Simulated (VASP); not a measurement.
Here is a VASP 6.6.1 calculation.

The input INCAR:

```
SYSTEM = Si
PREC = Accurate
ENCUT = 520
EDIFF = 1E-6
ISMEAR = 0
SIGMA = 0.5
LREAL = .False.
LASPH = .True.
NELM = 80
ALGO = Normal
ISIF = 2
LWAVE = .False.
LCHARG = .False.
LDIPOL = .True.
IDIPOL = 3
DIPOL = 0.5 0.5 0.500
GGA = PS
NBANDS = 28
```

Contents of KPOINTS:

```
Automatic mesh
0
Gamma
  9 9 1
  0 0 0
```

File POSCAR:

```
Si
1.0
    3.8417168278      0.0000000000      0.0000000000
    0.0000000000      3.8417168278      0.0000000000
    0.0000000000      0.0000000000     25.8660160814
Si
9
Direct
    0.0000000000      0.0000000000      0.2899557464
    0.5000000000      0.0000000000      0.3424668098
    0.5000000000      0.5000000000      0.3949778732
    0.0000000000      0.5000000000      0.4474889366
    0.0000000000      0.0000000000      0.5000000000
    0.5000000000      0.0000000000      0.5525110634
    0.5000000000      0.5000000000      0.6050221268
    0.0000000000      0.5000000000      0.6575331902
    0.0000000000      0.0000000000      0.7100442536
```

Potentials or basis: VASP PAW PBE potentials, release 64 (Si).

Run with:

```console
$ cat potpaw_PBE.64/Si/POTCAR > POTCAR
$ mpirun -np 1 vasp_std > vasp.out
```

(1) Predict the band gap on the k mesh.

(2) Estimate the largest force.

## Answers

(1) zero (bands 18 and 19 overlap by 0.88 eV).

(2) 0.053 eV/Å.

Caveat: so wide a smearing shifts energies and pressures; the PAW data sets were made with another functional, which shifts forces and pressure a little.
